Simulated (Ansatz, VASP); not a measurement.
**One calculation of AlN, two programs**

```
Al N
1.0
     0.00000    2.00546    2.00546
     2.00546    0.00000    2.00546
     2.00546    2.00546    0.00000
Al N
1 1
Cartesian
  2.0055 2.0055 2.0055
  0.0000 0.0000 0.0000
```

Alike in both runs: functional LDA; k mesh 10 × 10 × 10; occupations gaussian, width 0.02 eV; no spin polarisation.

Ansatz relaxed the structure, and its values are those at the end. VASP's run is a single point on that final structure, the one shown.

|  | VASP | Ansatz |
| --- | --- | --- |
| version | VASP 6.6.1 | Ansatz 0.2.0 |
| potentials or method | VASP PAW LDA potentials, release 64 (Al, N), cutoff 600 eV | scalar-relativistic, plane waves, PAW |
| valence electrons in the cell | 8 | 8 |

Ansatz gave:

```
gap on the k mesh at the Fermi level (eV) : 4.71
least direct gap on the mesh (eV)         : 6.10
pressure (GPa)                            : 0.0
```

Question: Which values does VASP return?

Answer: gap on the k mesh at the Fermi level (eV): 4.69; least direct gap on the mesh (eV): 6.12; pressure (GPa): 0.5.

LDA's correlation is that of Perdew and Zunger in VASP and of Perdew and Wang (1992) in Ansatz.
